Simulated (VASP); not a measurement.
# Sr in VASP: single point with LDA

Aim: the single point of Sr with LDA.

Everything below comes from runs of VASP 6.6.1. Logs are shortened: lines on timing, memory, paths and dates and some standing lists are left out, and cuts for length are marked.

## 1. The cell of the first run

The typed cell holds 2 atoms: a = 5.618 Å, b = 5.618 Å, c = 5.618 Å, α = 97.44°, β = 97.44°, γ = 137.83°.

## 2. Single point, LDA (atoms moved at random)

Input file INCAR:

```
PREC = Accurate
ENCUT = 520
EDIFF = 1E-6
ISMEAR = 1
SIGMA = 0.1
LREAL = F
LASPH = T
NELM = 60
ALGO = Normal
ISIF = 2
LWAVE = F
LCHARG = T
GGA = CA
LELF = T
LVHAR = T
NBANDS = 17
```

Input file KPOINTS:

```
regular mesh
0
Gamma
  8 8 8
```

Input file POSCAR:

```
Sr
1.0
   -3.7063582770      3.7063582770      2.0208764669
    3.7063582770     -3.7063582770      2.0208764669
    3.7063582770      3.7063582770     -2.0208764669
Sr
2
Direct
    0.1210878036      0.1243441474     -0.0138559131
    0.6209871964      0.1243058526      0.4861939131
```

Potentials or basis: VASP PAW LDA potentials, release 64 (Sr_sv).

Started as:

```
$ cat potpaw_LDA.64/Sr_sv/POTCAR > POTCAR
$ mpirun -np 1 vasp_std > vasp.out
```

OUTCAR:

```text
PREC = Accurate
   ENCUT = 520
   EDIFF = 1E-6
   ISMEAR = 1
   LREAL = F
   LASPH = T
   NELM = 60
   ISIF = 2
   GGA = CA

 ion  position               nearest neighbor table
   1  0.121  0.124  0.986-   2 3.71   2 3.71   2 4.22   2 4.22   2 4.22   2 4.22
   2  0.621  0.124  0.486-   1 3.71   1 3.71   1 4.22   1 4.22   1 4.22   1 4.22

  LATTYP: Found a body centered tetragonal cell.
 ALAT       =     7.4127165540
 C/A-ratio  =     0.5452458494

  Lattice vectors:

 A1 = (  -3.7063582770,   3.7063582770,   2.0208764669)
 A2 = (   3.7063582770,  -3.7063582770,   2.0208764669)
 A3 = (   3.7063582770,   3.7063582770,  -2.0208764669)

Analysis of symmetry for initial positions (statically):
=====================================================================
 Subroutine PRICEL returns:
 Original cell was already a primitive cell.

 Routine SETGRP: Setting up the symmetry group for a
 body centered tetragonal supercell.

 Subroutine GETGRP returns: Found  2 space group operations
 (whereof  1 operations were pure point group operations)
 out of a pool of 16 trial point group operations.

The static configuration has the point symmetry C_1 .
 The point group associated with its full space group is S_2 .

Analysis of symmetry for dynamics (positions and initial velocities):
=====================================================================
 Subroutine PRICEL returns:
 Original cell was already a primitive cell.

 Routine SETGRP: Setting up the symmetry group for a
 body centered tetragonal supercell.

 Subroutine GETGRP returns: Found  2 space group operations
 (whereof  1 operations were pure point group operations)
 out of a pool of 16 trial point group operations.

The dynamic configuration has the point symmetry C_1 .
 The point group associated with its full space group is S_2 .

 Subroutine INISYM returns: Found  2 space group operations
 (whereof  1 operations are pure point group operations),
 and found     1 'primitive' translations

----------------------------------------------------------------------------------------

                                     Primitive cell

  volume of cell :     111.0439

  direct lattice vectors                    reciprocal lattice vectors
    -3.706358277  3.706358277  2.020876467     0.000000000  0.134903310  0.247417399
     3.706358277 -3.706358277  2.020876467     0.134903310  0.000000000  0.247417399
     3.706358277  3.706358277 -2.020876467     0.134903310  0.134903310  0.000000000

  length of vectors
     5.617661885  5.617661885  5.617661885     0.281805381  0.281805381  0.190782091

  position of ions in fractional coordinates (direct lattice)
     0.121087804  0.124344147  0.986144087
     0.620987196  0.124305853  0.486193913

  ion indices of the primitive-cell ions
   primitive index   ion index
                 1           1
                 2           2

----------------------------------------------------------------------------------------

 KPOINTS: regular mesh

Automatic generation of k-mesh.
 Grid dimensions read from file:
 generate k-points for:    8    8    8

 Generating k-lattice:

  Cartesian coordinates                     Fractional coordinates (reciprocal lattice)
     0.000000000  0.016862914  0.030927175     0.125000000  0.000000000 -0.000000000
     0.016862914  0.000000000  0.030927175     0.000000000  0.125000000 -0.000000000
     0.016862914  0.016862914  0.000000000     0.000000000  0.000000000  0.125000000

  Length of vectors
     0.035225673  0.035225673  0.023847761

  Shift w.r.t. Gamma in fractional coordinates (k-lattice)
     0.000000000  0.000000000  0.000000000

 Subroutine IBZKPT returns following result:
 ===========================================

 Found    260 irreducible k-points:

 Following reciprocal coordinates:
            Coordinates               Weight
  0.000000  0.000000  0.000000      1.000000
  0.125000  0.000000  0.000000      2.000000
  0.125000  0.000000 -0.125000      2.000000
  0.000000  0.125000 -0.125000      2.000000
  0.000000  0.125000  0.000000      2.000000
  0.250000  0.000000  0.000000      2.000000
[... 16 lines left out ...]
  0.375000 -0.000000 -0.250000      2.000000
  0.125000  0.250000 -0.375000      2.000000
 [... further k-points ...]
   k-points           NKPTS =    260   k-points in BZ     NKDIM =    260   number of bands    NBANDS=     17
   number of dos      NEDOS =    301   number of ions     NIONS =      2
   total plane-waves  NPLWV =  74088
   dimension x,y,z NGX =    42 NGY =   42 NGZ =   42
   dimension x,y,z NGXF=    84 NGYF=   84 NGZF=   84
   ions per type =               2
   NGX,Y,Z   is equivalent  to a cutoff of  12.43, 12.43, 12.43 a.u.
   NGXF,Y,Z  is equivalent  to a cutoff of  24.86, 24.86, 24.86 a.u.
 SYSTEM =  unknown system
   PREC   = accura    normal or accurate (medium, high low for compatibility)
   ISTART =      0    job   : 0-new  1-cont  2-samecut
   ICHARG =      2    charge: 1-file 2-atom 10-const
   ISPIN  =      1    spin polarized calculation?
   LNONCOLLINEAR =      F non collinear calculations
   LSORBIT =      F    spin-orbit coupling
   LASPH  =      T    aspherical Exc in radial PAW
   ENCUT  =  520.0 eV  38.22 Ry    6.18 a.u.  10.45 10.45 10.45*2*pi/ulx,y,z
   NELM   =     60;   NELMIN=  2; NELMDL= -5     # of ELM steps
   EDIFF  = 0.1E-05   stopping-criterion for ELM
   LREAL  =      F    real-space projection
   EDIFFG = 0.1E-04   stopping-criterion for IOM
   NSW    =      0    number of steps for IOM
   IBRION =     -1    ionic relax: 0-MD 1-quasi-New 2-CG
   NFREE  =      0    steps in history (QN), initial steepest desc. (CG)
   ISIF   =      2    stress and relaxation
   ISYM   =      2    0-nonsym 1-usesym 2-fastsym
   POTIM  = 0.5000    time-step for ionic-motion
   TEBEG  =    0.0;   TEEND  =   0.0 temperature during run
   PSTRESS=    0.0 pullay stress
   NELECT =      20.0000    total number of electrons
   NUPDOWN=      -1.0000    fix difference up-down
   EMIN   =  10.00;   EMAX   =-10.00  energy-range for DOS
   EFERMI =   0.00;   METHOD = LEGACY
   ISMEAR =     1;   SIGMA  =   0.10  broadening in eV -4-tet -1-fermi 0-gaus
   EFERMI_NEDOS =   21; number of points for ismear=-14 and -15
   IALGO  =     38    algorithm
   IMIX   =      4    mixing-type and parameters
     AMIX     =   0.40;   BMIX     =  1.00
     AMIX_MAG =   1.60;   BMIX_MAG =  1.00
  volume/ion in A,a.u.               =      55.52       374.68
  Fermi-wavevector in a.u.,A,eV,Ry     =   0.924528  1.747104 11.629602  0.854752
  Thomas-Fermi vector in A             =   2.050283
   LORBIT       =      0    0 simple, 1 ext, 2 COOP (PROOUT), +10 PAW based schemes
   GGA     = CA    functional components
   LHFCALC =     F    Hartree Fock is set to
   AEXX    =    0.0000 exact exchange contribution
   IVDW    =     0    specifies the selected vdW correction
   LEPSILON=     F    determine dielectric tensor
   LRPA    =     F    only Hartree local field effects (RPA)
 non-spin polarized calculation
 Methfessel and Paxton  Order N= 1 SIGMA  =   0.10
  energy-cutoff  :      520.00
  volume of cell :      111.04
 maximum number of plane-waves:      3035
 NGX is ok and might be reduce to    42
   NGX = 21   NGY = 21   NGZ = 21

 number of electron      20.0000000 magnetization

 Free energy of the ion-electron system (eV)
  ---------------------------------------------------
  ext. energy  EPLUGINS =         0.00000000
  ---------------------------------------------------
  free energy    TOTEN  =        -3.26644415 eV

  energy without entropy =       -3.26870499  energy(sigma->0) =       -3.26719776

 E-fermi :   1.3105     XC(G=0):  -7.5153

 val. band max:        1.3012374972   @ k =   0.1250   0.1250   0.0000
 cond. band min:       1.3351526015   @ k =  -0.1250   0.3750  -0.3750
 fundamental gap:      0.0339151042
 Fermi energy:         1.3105211283

 k-point     1 :       0.0000    0.0000    0.0000
  band No.  band energies     occupation
      1     -35.2641      2.00000
      2     -35.2237      2.00000
      3     -17.5323      2.00000
      4     -17.3793      2.00000
      5     -17.2517      2.00000
      6     -17.2392      2.00000
[... 9 lines left out ...]
     16       3.8742      0.00000
     17       3.9869      0.00000

 k-point     2 :       0.1250    0.0000    0.0000
  band No.  band energies     occupation
      1     -35.2611      2.00000
      2     -35.2238      2.00000
      3     -17.5159      2.00000
      4     -17.3725      2.00000
      5     -17.2667      2.00000
      6     -17.2617      2.00000
[... 9 lines left out ...]
     16       3.6448      0.00000
     17       4.6235      0.00000

 k-point     3 :       0.1250    0.0000   -0.1250
  band No.  band energies     occupation
      1     -35.2618      2.00000
      2     -35.2231      2.00000
      3     -17.5310      2.00000
      4     -17.3653      2.00000
      5     -17.2749      2.00000
      6     -17.2584      2.00000
[... 9 lines left out ...]
     16       3.6602      0.00000
     17       4.7607      0.00000

 k-point     4 :       0.0000    0.1250   -0.1250
  band No.  band energies     occupation
      1     -35.2611      2.00000
      2     -35.2238      2.00000
      3     -17.5159      2.00000
      4     -17.3725      2.00000
      5     -17.2667      2.00000
      6     -17.2617      2.00000
[... 9 lines left out ...]
     16       3.6448      0.00000
     17       4.6235      0.00000
[... 343 lines left out ...]
      1     -35.2476      2.00000
      2     -35.2232      2.00000
      3     -17.4678      2.00000
      4     -17.4047      2.00000
      5     -17.3840      2.00000
      6     -17.3127      2.00000
[... 9 lines left out ...]
     16       4.1765      0.00000
     17       4.3436      0.00000

 k-point    23 :       0.3750   -0.0000   -0.2500
  band No.  band energies     occupation
      1     -35.2503      2.00000
      2     -35.2205      2.00000
      3     -17.5092      2.00000
      4     -17.4190      2.00000
      5     -17.3861      2.00000
      6     -17.2917      2.00000
[... 9 lines left out ...]
     16       4.7258      0.00000
     17       4.8953      0.00000

 k-point    24 :       0.1250    0.2500   -0.3750
  band No.  band energies     occupation
      1     -35.2476      2.00000
      2     -35.2232      2.00000
      3     -17.4678      2.00000
      4     -17.4047      2.00000
      5     -17.3840      2.00000
      6     -17.3127      2.00000
[... 9 lines left out ...]
     16       4.1765      0.00000
     17       4.3436      0.00000

 [... further k-points ...]
[... 5 lines left out ...]
  --------------------------------------------------------------------------------------
  -------------------------------------------------------------------------------------
  Total       -1.7193047      0.0575104     -1.1029899     -0.0000134     -0.0000052     -0.0000044
  in kB      -24.8066933      0.8297796    -15.9143006     -0.0001928     -0.0000746     -0.0000628
  external PRESSURE =     -13.2970714 kB  Pullay stress =       0.0000000 kB

 VOLUME and BASIS-vectors are now :
 -----------------------------------------------------------------------------
  energy-cutoff  :      520.00
  volume of cell :      111.04
      direct lattice vectors                 reciprocal lattice vectors
    -3.706358277  3.706358277  2.020876467     0.000000000  0.134903310  0.247417399
     3.706358277 -3.706358277  2.020876467     0.134903310  0.000000000  0.247417399
     3.706358277  3.706358277 -2.020876467     0.134903310  0.134903310  0.000000000

 POSITION                                       TOTAL-FORCE (eV/Angst)
 -----------------------------------------------------------------------------------
      3.66707      3.64293     -1.49689         0.000566     -0.000104     -0.000058
     -0.03887      3.64289      0.52361        -0.000566      0.000104      0.000058
 -----------------------------------------------------------------------------------
    total drift:                                0.000001     -0.000003     -0.000000

  FREE ENERGIE OF THE ION-ELECTRON SYSTEM (eV)
  ---------------------------------------------------
  free  energy   TOTEN  =        -3.2664441496 eV

  energy  without entropy=       -3.2687049853  energy(sigma->0) =       -3.26719776
```

Run time: 13 min. Hardware: 1 thread of Oxide Virtual Turin-like, shared host; peak memory 0.49 GiB.

What came out:

* Free energy: -3.2664 eV
* Pressure: -1.3 GPa
* Band gap on the k mesh: zero (band 10 reaches 1.51 eV, above the bottom of band 11 at 1.08 eV)

Stress tensor (GPa, compression positive):
```
-2.48  0.00  0.00
 0.00  0.08  0.00
 0.00  0.00 -1.59
```

Caveat: the cell differs from its parent crystal (atoms moved at random).
